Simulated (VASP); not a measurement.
# KF in VASP: further runs

The runs below take KF through single point, with LDA.

Everything below comes from runs of VASP 6.6.1. Logs are shortened: lines on timing, memory, paths and dates and some standing lists are left out, and cuts for length are marked.

**1. The cell of the first run**

The structure is cubic, space group Pm-3m (No. 221). The conventional cell has a = 3.357 Å, b = 3.357 Å, c = 3.357 Å, α = 90.00°, β = 90.00°, γ = 90.00°. Within 3.8 Å of K (site symmetry m-3m) lie 8 F at 2.91 Å and 6 K at 3.36 Å. F (site symmetry m-3m) has 8 K at 2.91 Å and 6 F at 3.36 Å within 3.8 Å.

**2. Single point, LDA (strain +0.030 along x and y, +0.030 along z)**

INCAR

```
  PREC = Accurate
  ENCUT = 520
  EDIFF = 1E-7
  ISMEAR = 0
  SIGMA = 0.05
  LREAL = False
  LASPH = True
  NELM = 60
  ALGO = Normal
  ISIF = 2
  LWAVE = False
  LCHARG = True
  LELF = True
  LVHAR = True
  NBANDS = 15
```

KPOINTS

```
Automatic mesh
0
Gamma
  8 8 8
```

POSCAR

```
KF
1.0
    3.3567236500      0.0000000000      0.0000000000
    0.0000000000      3.3567236500      0.0000000000
    0.0000000000      0.0000000000      3.3567236500
K F
1 1
Direct
    0.0000000000      0.0000000000      0.0000000000
    0.5000000000      0.5000000000      0.5000000000
```

Potentials or basis: VASP PAW LDA potentials, release 64 (K_sv, F).

Run with:

```
> cat potpaw_LDA.64/K_sv/POTCAR potpaw_LDA.64/F/POTCAR > POTCAR
> mpirun -np 1 vasp_std > vasp.out
```

OUTCAR:

```text
PREC = Accurate
   ENCUT = 520
   EDIFF = 1E-7
   ISMEAR = 0
   LREAL = False
   LASPH = True
   NELM = 60
   ISIF = 2

 ion  position               nearest neighbor table
   1  0.000  0.000  0.000-
   2  0.500  0.500  0.500-

  LATTYP: Found a simple cubic cell.
 ALAT       =     3.3567236500

  Lattice vectors:

 A1 = (   3.3567236500,   0.0000000000,   0.0000000000)
 A2 = (   0.0000000000,   3.3567236500,   0.0000000000)
 A3 = (   0.0000000000,   0.0000000000,   3.3567236500)

Analysis of symmetry for initial positions (statically):
=====================================================================
 Subroutine PRICEL returns:
 Original cell was already a primitive cell.

 Routine SETGRP: Setting up the symmetry group for a
 simple cubic supercell.

 Subroutine GETGRP returns: Found 48 space group operations
 (whereof 48 operations were pure point group operations)
 out of a pool of 48 trial point group operations.

The static configuration has the point symmetry O_h .

Analysis of symmetry for dynamics (positions and initial velocities):
=====================================================================
 Subroutine PRICEL returns:
 Original cell was already a primitive cell.

 Routine SETGRP: Setting up the symmetry group for a
 simple cubic supercell.

 Subroutine GETGRP returns: Found 48 space group operations
 (whereof 48 operations were pure point group operations)
 out of a pool of 48 trial point group operations.

The dynamic configuration has the point symmetry O_h .

 Subroutine INISYM returns: Found 48 space group operations
 (whereof 48 operations are pure point group operations),
 and found     1 'primitive' translations

----------------------------------------------------------------------------------------

                                     Primitive cell

  volume of cell :      37.8222

  direct lattice vectors                    reciprocal lattice vectors
     3.356723650  0.000000000  0.000000000     0.297909540  0.000000000  0.000000000
     0.000000000  3.356723650  0.000000000     0.000000000  0.297909540  0.000000000
     0.000000000  0.000000000  3.356723650     0.000000000  0.000000000  0.297909540

  length of vectors
     3.356723650  3.356723650  3.356723650     0.297909540  0.297909540  0.297909540

  position of ions in fractional coordinates (direct lattice)
     0.000000000  0.000000000  0.000000000
     0.500000000  0.500000000  0.500000000

  ion indices of the primitive-cell ions
   primitive index   ion index
                 1           1
                 2           2

----------------------------------------------------------------------------------------

 KPOINTS: Automatic mesh

Automatic generation of k-mesh.
 Grid dimensions read from file:
 generate k-points for:    8    8    8

 Generating k-lattice:

  Cartesian coordinates                     Fractional coordinates (reciprocal lattice)
     0.037238693  0.000000000  0.000000000     0.125000000  0.000000000  0.000000000
     0.000000000  0.037238693  0.000000000     0.000000000  0.125000000  0.000000000
     0.000000000  0.000000000  0.037238693     0.000000000  0.000000000  0.125000000

  Length of vectors
     0.037238693  0.037238693  0.037238693

  Shift w.r.t. Gamma in fractional coordinates (k-lattice)
     0.000000000  0.000000000  0.000000000

 Subroutine IBZKPT returns following result:
 ===========================================

 Found     35 irreducible k-points:

 Following reciprocal coordinates:
            Coordinates               Weight
  0.000000  0.000000  0.000000      1.000000
  0.125000  0.000000  0.000000      6.000000
  0.250000  0.000000  0.000000      6.000000
  0.375000  0.000000  0.000000      6.000000
  0.500000  0.000000  0.000000      3.000000
  0.125000  0.125000  0.000000     12.000000
[... 16 lines left out ...]
  0.375000  0.375000  0.125000     24.000000
  0.500000  0.375000  0.125000     24.000000
 [... further k-points ...]
   k-points           NKPTS =     35   k-points in BZ     NKDIM =     35   number of bands    NBANDS=     15
   number of dos      NEDOS =    301   number of ions     NIONS =      2
   total plane-waves  NPLWV =  21952
   dimension x,y,z NGX =    28 NGY =   28 NGZ =   28
   dimension x,y,z NGXF=    56 NGYF=   56 NGZF=   56
   ions per type =               1   1
   NGX,Y,Z   is equivalent  to a cutoff of  13.87, 13.87, 13.87 a.u.
   NGXF,Y,Z  is equivalent  to a cutoff of  27.73, 27.73, 27.73 a.u.
 SYSTEM =  unknown system
   PREC   = accura    normal or accurate (medium, high low for compatibility)
   ISTART =      0    job   : 0-new  1-cont  2-samecut
   ICHARG =      2    charge: 1-file 2-atom 10-const
   ISPIN  =      1    spin polarized calculation?
   LNONCOLLINEAR =      F non collinear calculations
   LSORBIT =      F    spin-orbit coupling
   LASPH  =      T    aspherical Exc in radial PAW
   ENCUT  =  520.0 eV  38.22 Ry    6.18 a.u.   6.24  6.24  6.24*2*pi/ulx,y,z
   NELM   =     60;   NELMIN=  2; NELMDL= -5     # of ELM steps
   EDIFF  = 0.1E-06   stopping-criterion for ELM
   LREAL  =      F    real-space projection
   EDIFFG = 0.1E-05   stopping-criterion for IOM
   NSW    =      0    number of steps for IOM
   IBRION =     -1    ionic relax: 0-MD 1-quasi-New 2-CG
   NFREE  =      0    steps in history (QN), initial steepest desc. (CG)
   ISIF   =      2    stress and relaxation
   ISYM   =      2    0-nonsym 1-usesym 2-fastsym
   POTIM  = 0.5000    time-step for ionic-motion
   TEBEG  =    0.0;   TEEND  =   0.0 temperature during run
   PSTRESS=    0.0 pullay stress
   NELECT =      16.0000    total number of electrons
   NUPDOWN=      -1.0000    fix difference up-down
   EMIN   =  10.00;   EMAX   =-10.00  energy-range for DOS
   EFERMI =   0.00;   METHOD = LEGACY
   ISMEAR =     0;   SIGMA  =   0.05  broadening in eV -4-tet -1-fermi 0-gaus
   EFERMI_NEDOS =   21; number of points for ismear=-14 and -15
   IALGO  =     38    algorithm
   IMIX   =      4    mixing-type and parameters
     AMIX     =   0.40;   BMIX     =  1.00
     AMIX_MAG =   1.60;   BMIX_MAG =  1.00
  volume/ion in A,a.u.               =      18.91       127.62
  Fermi-wavevector in a.u.,A,eV,Ry     =   1.228945  2.322370 20.548970  1.510307
  Thomas-Fermi vector in A             =   2.363851
   LORBIT       =      0    0 simple, 1 ext, 2 COOP (PROOUT), +10 PAW based schemes
   GGA     = CA    functional components
   LHFCALC =     F    Hartree Fock is set to
   AEXX    =    0.0000 exact exchange contribution
   IVDW    =     0    specifies the selected vdW correction
   LEPSILON=     F    determine dielectric tensor
   LRPA    =     F    only Hartree local field effects (RPA)
 non-spin polarized calculation
 Gauss-broadening in eV      SIGMA  =   0.05
  energy-cutoff  :      520.00
  volume of cell :       37.82
 maximum number of plane-waves:      1064
 NGX is ok and might be reduce to    28
   NGX = 13   NGY = 13   NGZ = 13

 number of electron      15.9999993 magnetization

 Free energy of the ion-electron system (eV)
  ---------------------------------------------------
  ext. energy  EPLUGINS =         0.00000000
  ---------------------------------------------------
  free energy    TOTEN  =        -8.74315663 eV

  energy without entropy =       -8.74315663  energy(sigma->0) =       -8.74315663

 E-fermi :  -2.3819     XC(G=0):  -9.2982

 val. band max:       -2.7158514890   @ k =   0.5000   0.5000   0.0000
 cond. band min:       2.6369343353   @ k =   0.0000   0.0000   0.0000
 fundamental gap:      5.3527858243
 Fermi energy:        -2.3818833718

 k-point     1 :       0.0000    0.0000    0.0000
  band No.  band energies     occupation
      1     -29.4359      2.00000
      2     -21.1090      2.00000
      3     -12.7796      2.00000
      4     -12.7796      2.00000
      5     -12.7796      2.00000
      6      -2.7790      2.00000
      7      -2.7790      2.00000
      8      -2.7790      2.00000
      9       2.6369      0.00000
     10       5.2507      0.00000
     11       5.2507      0.00000
     12      10.5898      0.00000
     13      10.5898      0.00000
     14      10.5898      0.00000
     15      16.5385      0.00000

 k-point     2 :       0.1250    0.0000    0.0000
  band No.  band energies     occupation
      1     -29.4221      2.00000
      2     -21.1101      2.00000
      3     -12.8715      2.00000
      4     -12.7666      2.00000
      5     -12.7666      2.00000
      6      -2.9712      2.00000
      7      -2.7902      2.00000
      8      -2.7902      2.00000
      9       3.0302      0.00000
     10       5.3665      0.00000
     11       5.5532      0.00000
     12      10.3201      0.00000
     13      10.3201      0.00000
     14      10.6350      0.00000
     15      15.5475      0.00000

 k-point     3 :       0.2500    0.0000    0.0000
  band No.  band energies     occupation
      1     -29.3884      2.00000
      2     -21.1135      2.00000
      3     -13.0849      2.00000
      4     -12.7352      2.00000
      5     -12.7352      2.00000
      6      -3.3797      2.00000
      7      -2.8180      2.00000
      8      -2.8180      2.00000
      9       4.0131      0.00000
     10       5.6757      0.00000
     11       6.2819      0.00000
     12       9.7756      0.00000
     13       9.7756      0.00000
     14      10.7476      0.00000
     15      14.1682      0.00000
[... 343 lines left out ...]
 k-point    23 :       0.3750    0.3750    0.1250
  band No.  band energies     occupation
      1     -29.2717      2.00000
      2     -21.0399      2.00000
      3     -13.3188      2.00000
      4     -13.2923      2.00000
      5     -12.7472      2.00000
      6      -3.3956      2.00000
      7      -3.2945      2.00000
      8      -2.8811      2.00000
      9       5.8031      0.00000
     10       6.2891      0.00000
     11       8.4207      0.00000
     12       8.5095      0.00000
     13       9.1680      0.00000
     14       9.4217      0.00000
     15      13.3304      0.00000

 k-point    24 :       0.5000    0.3750    0.1250
  band No.  band energies     occupation
      1     -29.2594      2.00000
      2     -21.0284      2.00000
      3     -13.4030      2.00000
      4     -13.3085      2.00000
      5     -12.7353      2.00000
      6      -3.4211      2.00000
      7      -3.3017      2.00000
      8      -2.8715      2.00000
      9       5.7604      0.00000
     10       6.2075      0.00000
     11       8.3110      0.00000
     12       8.4949      0.00000
     13       9.3150      0.00000
     14      10.3292      0.00000
     15      12.6292      0.00000

 [... further k-points ...]
[... 5 lines left out ...]
  --------------------------------------------------------------------------------------
  -------------------------------------------------------------------------------------
  Total       -1.6692383     -1.6692383     -1.6692383     -0.0000000      0.0000000     -0.0000000
  in kB      -70.7102152    -70.7102152    -70.7102152     -0.0000000      0.0000000     -0.0000000
  external PRESSURE =     -70.7102152 kB  Pullay stress =       0.0000000 kB

 VOLUME and BASIS-vectors are now :
 -----------------------------------------------------------------------------
  energy-cutoff  :      520.00
  volume of cell :       37.82
      direct lattice vectors                 reciprocal lattice vectors
     3.356723650  0.000000000  0.000000000     0.297909540  0.000000000  0.000000000
     0.000000000  3.356723650  0.000000000     0.000000000  0.297909540  0.000000000
     0.000000000  0.000000000  3.356723650     0.000000000  0.000000000  0.297909540

 POSITION                                       TOTAL-FORCE (eV/Angst)
 -----------------------------------------------------------------------------------
      0.00000      0.00000      0.00000         0.000000      0.000000      0.000000
      1.67836      1.67836      1.67836         0.000000      0.000000      0.000000
 -----------------------------------------------------------------------------------
    total drift:                                0.000000      0.000000      0.000000

  FREE ENERGIE OF THE ION-ELECTRON SYSTEM (eV)
  ---------------------------------------------------
  free  energy   TOTEN  =        -8.7431566291 eV

  energy  without entropy=       -8.7431566291  energy(sigma->0) =       -8.74315663
```

Run time: 31 s. Hardware: 1 thread of Intel Xeon 8259CL, shared host; peak memory 0.15 GiB.

Results:

| Item | Value |
| --- | --- |
| Free energy | -8.7432 eV |
| Pressure | -7.1 GPa |
| Band gap on the k mesh | 5.35 eV, indirect (least direct gap 5.42 eV) |

Caveat: the cell differs from its parent crystal (strain +0.030 along x and y, +0.030 along z).

**3. Single point, LDA (strain -0.030 along x and y, -0.015 along z)**

INCAR

```
ALGO     = Normal         # electronic algorithm
EDIFF    = 1E-6           # SCF threshold, eV
ENCUT    = 520            # plane-wave cutoff, eV
GGA      = CA             # functional
ISIF     = 2              # what is computed and relaxed
ISMEAR   = 0              # smearing method
LASPH    = True           # aspherical terms in the spheres
LCHARG   = False          # write CHGCAR
LREAL    = False          # projectors in reciprocal space
LWAVE    = False          # write WAVECAR
NBANDS   = 15             # bands
NELM     = 80             # most SCF steps
PREC     = Accurate       # precision mode
SIGMA    = 0.05           # smearing width, eV
```

KPOINTS

```
k-points
0
Gamma
  8 8 8
```

POSCAR

```
KF
1.0
    3.1611863500      0.0000000000      0.0000000000
    0.0000000000      3.1611863500      0.0000000000
    0.0000000000      0.0000000000      3.2100706750
K F
1 1
Direct
    0.0000000000      0.0000000000      0.0000000000
    0.5000000000      0.5000000000      0.5000000000
```

Potentials or basis: VASP PAW LDA potentials, release 64 (K_sv, F).

Run with:

```
> cat potpaw_LDA.64/K_sv/POTCAR potpaw_LDA.64/F/POTCAR > POTCAR
> mpirun -np 1 vasp_std > vasp.out
```

OUTCAR:

```text
EDIFF = 1E-6
   ENCUT = 520
   GGA = CA
   ISIF = 2
   ISMEAR = 0
   LASPH = True
   LREAL = False
   NELM = 80
   PREC = Accurate

 ion  position               nearest neighbor table
   1  0.000  0.000  0.000-   2 2.75   2 2.75   2 2.75   2 2.75   2 2.75   2 2.75   2 2.75   2 2.75

   2  0.500  0.500  0.500-   1 2.75   1 2.75   1 2.75   1 2.75   1 2.75   1 2.75   1 2.75   1 2.75

  LATTYP: Found a simple tetragonal cell.
 ALAT       =     3.1611863500
 C/A-ratio  =     1.0154639175

  Lattice vectors:

[... 611 lines left out ...]
     10       7.8478      0.00000
     11       8.1986      0.00000
     12       9.7880      0.00000
     13      11.4244      0.00000
     14      11.5165      0.00000
     15      15.3406      0.00000

 [... further k-points ...]
[... 5 lines left out ...]
  --------------------------------------------------------------------------------------
  -------------------------------------------------------------------------------------
  Total       -0.6291892     -0.6291892     -0.9046503      0.0000000      0.0000000     -0.0000000
  in kB      -31.4251287    -31.4251287    -45.1831500      0.0000000      0.0000000     -0.0000000
  external PRESSURE =     -36.0111358 kB  Pullay stress =       0.0000000 kB

 VOLUME and BASIS-vectors are now :
 -----------------------------------------------------------------------------
  energy-cutoff  :      520.00
  volume of cell :       32.08
      direct lattice vectors                 reciprocal lattice vectors
     3.161186350  0.000000000  0.000000000     0.316336935  0.000000000  0.000000000
     0.000000000  3.161186350  0.000000000     0.000000000  0.316336935  0.000000000
     0.000000000  0.000000000  3.210070675     0.000000000  0.000000000  0.311519621

 POSITION                                       TOTAL-FORCE (eV/Angst)
 -----------------------------------------------------------------------------------
      0.00000      0.00000      0.00000         0.000000      0.000000      0.000000
      1.58059      1.58059      1.60504         0.000000      0.000000      0.000000
 -----------------------------------------------------------------------------------
    total drift:                                0.000000      0.000000     -0.000000

  FREE ENERGIE OF THE ION-ELECTRON SYSTEM (eV)
  ---------------------------------------------------
  free  energy   TOTEN  =        -8.9388738755 eV

  energy  without entropy=       -8.9388738755  energy(sigma->0) =       -8.93887388
```

stdout:

```text
POSCAR found type information on POSCAR K F
 POSCAR found :  2 types and       2 ions
 scaLAPACK will be used
 LDA part: xc-table for (Slater(with rela. corr.)+CA(PZ))
 , standard interpolation
 POSCAR, INCAR and KPOINTS ok, starting setup
 FFT: planning ... GRIDC
 FFT: planning ... GRID_SOFT
 FFT: planning ... GRID
 WAVECAR not read
 entering main loop
```

Run time: 31 s. Hardware: 1 thread of Intel Xeon 8259CL, shared host; peak memory 0.15 GiB.

What came out:

```yaml
Free_energy: -8.9389 eV
Pressure: -3.6 GPa
Band_gap_on_the_k_mesh: 6.44 eV, indirect (least direct gap 6.47 eV)
```

Caveat: the cell differs from its parent crystal (strain -0.030 along x and y, -0.015 along z). A k mesh can miss the band edges.

**4. Single point, LDA**

This run uses another cell than the first one, of 16.04 Å³/atom, 0.848 times its volume.

INCAR

```
PREC = Accurate
ENCUT = 520
EDIFF = 1E-7
ISMEAR = 0
SIGMA = 0.05
LREAL = F
LASPH = T
NELM = 60
ALGO = Normal
ISIF = 2
LWAVE = F
LCHARG = F
NBANDS = 15
```

KPOINTS

```
regular mesh
0
Gamma
  8 8 8
```

POSCAR is that of step 3.

Run with:

```
> cat potpaw_LDA.64/K_sv/POTCAR potpaw_LDA.64/F/POTCAR > POTCAR
> mpirun -np 1 vasp_std > vasp.out
```

Wall time 32 s (1 thread of Intel Xeon 8259CL, shared host); peak memory 0.15 GiB.

Results (log left out):

| Item | Value |
| --- | --- |
| Free energy | -8.9389 eV |
| Pressure | -3.6 GPa |
| Band gap on the k mesh | 6.44 eV, indirect (least direct gap 6.47 eV) |

Stress tensor (GPa, compression positive):
```
-3.14  0.00  0.00
 0.00 -3.14  0.00
 0.00  0.00 -4.52
```

Levels at points of the mesh, in eV from the valence-band top:
| k point | band 6 | band 7 | band 8 | band 9 | band 10 | band 11 |
| --- | --- | --- | --- | --- | --- | --- |
| (0.00, 0.00, 0.00) | -0.09 | -0.03 | -0.03 | 6.44 | 8.11 | 8.15 |
| (0.50, 0.00, 0.00) | -1.42 | -0.26 | -0.18 | 9.27 | 9.64 | 11.32 |
| (0.50, 0.50, 0.00) | -0.66 | -0.66 | -0.05 | 8.34 | 9.03 | 11.94 |
| (0.00, 0.00, 0.50) | -1.41 | -0.20 | -0.20 | 9.20 | 9.50 | 11.25 |
| (0.50, 0.00, 0.50) | -0.67 | -0.64 | 0.00 | 8.48 | 8.95 | 12.07 |
| (0.50, 0.50, 0.50) | -1.25 | -1.25 | -1.24 | 10.49 | 10.68 | 10.68 |

A k mesh can miss the band edges. A hybrid or GW would open this gap; LDA tends to underestimate it.

(Continued in part 2 of 2.)
